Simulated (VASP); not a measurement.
Write the native input for VASP 6.6.1 that does the following.

| Quantity | Value |
| --- | --- |
| Task | single point |
| Functional | PBE |
| Potentials or basis | VASP PAW PBE potentials, release 64 (Ba_sv, Te) |
| Cutoff | 520 eV |
| k mesh | 6 × 6 × 6 |
| Occupations | gaussian, width 0.05 eV |
| Spin | no spin polarisation |
| Dipole correction | no |
| Further INCAR settings | ALGO = Normal; EDIFF = 1e-06; NBANDS = 15 |

The structure of BaTe lies in POSCAR:

```
BaTe
1.0
    4.4755893000      0.0000000000      0.0000000000
    0.0000000000      4.4755893000      0.0000000000
    0.0000000000      0.0000000000      4.0493427000
Ba Te
1 1
Direct
    0.0000000000      0.0000000000      0.0000000000
    0.5000000000      0.5000000000      0.5000000000
```

This cell differs from its parent crystal: strain +0.050 along x and y, -0.050 along z.

The input as run:

INCAR

```
SYSTEM = BaTe
PREC     = Accurate       ! precision mode
ENCUT    = 520            ! plane-wave cutoff, eV
EDIFF    = 1E-6           ! SCF threshold, eV
ISMEAR   = 0              ! smearing method
SIGMA    = 0.05           ! smearing width, eV
LREAL    = .FALSE.        ! projectors in reciprocal space
LASPH    = .TRUE.         ! aspherical terms in the spheres
NELM     = 100            ! most SCF steps
ALGO     = Normal         ! electronic algorithm
ISIF     = 2              ! what is computed and relaxed
LWAVE    = .FALSE.        ! write WAVECAR
LCHARG   = .TRUE.         ! write CHGCAR
GGA      = PE             ! functional
LELF     = .TRUE.         ! ELF
LVHAR    = .TRUE.       
NBANDS   = 15             ! bands
```

KPOINTS

```
regular mesh
0
G
  6 6 6
  0 0 0
```

Potentials or basis: VASP PAW PBE potentials, release 64 (Ba_sv, Te).

Launch:

```bash
$ cat potpaw_PBE.64/Ba_sv/POTCAR potpaw_PBE.64/Te/POTCAR > POTCAR
$ mpirun -np 1 vasp_std > vasp.out
```

It gave:

The pressure is -1.2 GPa and the band gap on the k mesh is 0.15 eV.

Caveat: the cell differs from its parent crystal (strain +0.050 along x and y, -0.050 along z); the stress differs along the axes, from -4 to 3 GPa; semilocal functionals underestimate gaps, and a narrow one can read as zero; spin-orbit coupling is left out, which moves the levels of the heavy elements.

Run time: 53 s on 1 thread of Intel Xeon 8259CL, with other jobs on the host, peak memory 0.22 GiB.
